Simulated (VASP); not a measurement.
ScTaN, 6 atoms in the cell. It takes space group P-3m1 (No. 164, trigonal). Conventional cell: a = 3.055 Å, b = 3.055 Å, c = 10.215 Å, α = 90.00°, β = 90.00°, γ = 120.00°. Ta (site symmetry 3m) has 3 N at 2.17 Å within 2.9 Å. Sc (site symmetry -3m) has 6 Sc at 3.05 Å and 6 Ta at 3.07 Å within 4.0 Å. Sc (site symmetry -3m) has 6 N at 2.21 Å within 2.9 Å. N (site symmetry 3m) has 3 Ta at 2.17 Å and 3 Sc at 2.21 Å within 2.9 Å. 

| Quantity | Value |
| --- | --- |
| Program | VASP 6.6.1 |
| Task | single point |
| Functional | PBEsol |
| Potentials or basis | VASP PAW PBE potentials, release 64 (Ta_pv, Sc_sv, N) |
| Cutoff | 520 eV |
| k mesh | 10 × 10 × 3 |
| Occupations | fermi-dirac, width 0.05 eV |
| Spin | no spin polarisation |
| Dipole correction | no |
| Further INCAR settings | ALGO = Normal; EDIFF = 1e-06; NBANDS = 36 |

Potentials or basis: VASP PAW PBE potentials, release 64 (Ta_pv, Sc_sv, N).

Run with:

```sh
$ cat potpaw_PBE.64/Ta_pv/POTCAR potpaw_PBE.64/Sc_sv/POTCAR potpaw_PBE.64/N/POTCAR > POTCAR
$ mpirun -np 1 vasp_std > vasp.out
```

Hardware: 1 thread of Intel Xeon 6975P-C, on a shared host.

Problem. How long does it take, and how much memory?

Solution. It took 2 min on 1 thread of Intel Xeon 6975P-C, with other jobs on the host, peak memory 0.26 GiB. Counts: scf iterations 15, k points 36.
